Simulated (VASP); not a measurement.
A run of VASP 6.6.1:

POSCAR

```
LaScN2
1.0
    3.5280190349      0.0000000000      0.0000000000
    0.0000000000      3.5280190349      0.0000000000
    0.0000000000      0.0000000000      4.9531178175
Sc N La
1 2 1
Direct
    0.0000000000      0.0000000000      0.0000000000
    0.0000000000      0.0000000000      0.5000000000
    0.5000000000      0.5000000000      0.0000000000
    0.5000000000      0.5000000000      0.5000000000
```

INCAR.step1

```
SYSTEM = LaScN2
PREC     = Accurate       ! precision mode
ENCUT    = 520            ! plane-wave cutoff, eV
ISMEAR   = -1             ! smearing method
SIGMA    = 0.02           ! smearing width, eV
LREAL    = .FALSE.        ! projectors in reciprocal space
LASPH    = .TRUE.         ! aspherical terms in the spheres
NELM     = 100            ! most SCF steps
NBANDS   = 24             ! bands
GGA      = PE             ! functional
ALGO     = Normal         ! electronic algorithm
EDIFF    = 1E-4           ! SCF threshold, eV
LWAVE    = .TRUE.         ! write WAVECAR
LCHARG   = .FALSE.        ! write CHGCAR
```

The input INCAR.step2:

```
SYSTEM = LaScN2
PREC     = Accurate       ! precision mode
ENCUT    = 520            ! plane-wave cutoff, eV
EDIFF    = 1E-6           ! SCF threshold, eV
ISMEAR   = -1             ! smearing method
SIGMA    = 0.02           ! smearing width, eV
LREAL    = .FALSE.        ! projectors in reciprocal space
LASPH    = .TRUE.         ! aspherical terms in the spheres
NELM     = 100            ! most SCF steps
ALGO     = Normal         ! electronic algorithm
ISIF     = 2              ! what is computed and relaxed
LWAVE    = .FALSE.        ! write WAVECAR
LCHARG   = .TRUE.         ! write CHGCAR
METAGGA  = R2SCAN         ! meta-GGA
LMIXTAU  = .TRUE.       
LELF     = .TRUE.         ! ELF
LVHAR    = .TRUE.       
NBANDS   = 24             ! bands
ISTART   = 1
```

File KPOINTS:

```
Automatic mesh
0
G
  8 8 6
  0 0 0
```

Potentials or basis: VASP PAW PBE potentials, release 64 (Sc_sv, N, La).

The run is started by

```bash
$ cat potpaw_PBE.64/Sc_sv/POTCAR potpaw_PBE.64/N/POTCAR potpaw_PBE.64/La/POTCAR > POTCAR
$ cp INCAR.step1 INCAR
$ mpirun -np 1 vasp_std > vasp.out
$ cp INCAR.step2 INCAR
$ mpirun -np 1 vasp_std > vasp.out
```

Hardware: 1 thread of Intel(R) Xeon(R) Platinum 8488C (Sapphire Rapids) (shared host).

Problem. How long does it take, and how much memory?

Solution. Wall time 9.4 min on 1 thread of Intel(R) Xeon(R) Platinum 8488C (Sapphire Rapids), with other jobs on the host, peak memory 0.26 GiB. Counts: k points 60.
